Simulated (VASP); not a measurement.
Input of a VASP 6.6.1 run:

INCAR

```
ALGO     = Normal         # electronic algorithm
EDIFF    = 1E-7           # SCF threshold, eV
ENCUT    = 520            # plane-wave cutoff, eV
GGA      = PE             # functional
ISIF     = 2              # what is computed and relaxed
ISMEAR   = 0              # smearing method
LASPH    = True           # aspherical terms in the spheres
LCHARG   = False          # write CHGCAR
LREAL    = False          # projectors in reciprocal space
LWAVE    = False          # write WAVECAR
NBANDS   = 11             # bands
NELM     = 60             # most SCF steps
PREC     = Accurate       # precision mode
SIGMA    = 0.05           # smearing width, eV
```

KPOINTS

```
k-points
0
Gamma
  12 12 12
```

Contents of POSCAR:

```
C
1.0
    0.0000000000      1.7843890609      1.6598387044
    1.7843890609      0.0000000000      1.6598387044
    1.7843890609      1.7843890609      0.0000000000
C
2
Direct
    0.5000000000      0.5000000000      0.5000000000
    0.7500000000      0.7500000000      0.7500000000
```

Potentials or basis: VASP PAW PBE potentials, release 64 (C).

The run is started by

```sh
$ cat potpaw_PBE.64/C/POTCAR > POTCAR
$ mpirun -np 1 vasp_std > vasp.out
```

(1) Predict the pressure.

(2) Predict the band gap on the k mesh.

## Answers

(1) 38.1 GPa.

(2) 2.45 eV, indirect (least direct gap 4.52 eV).
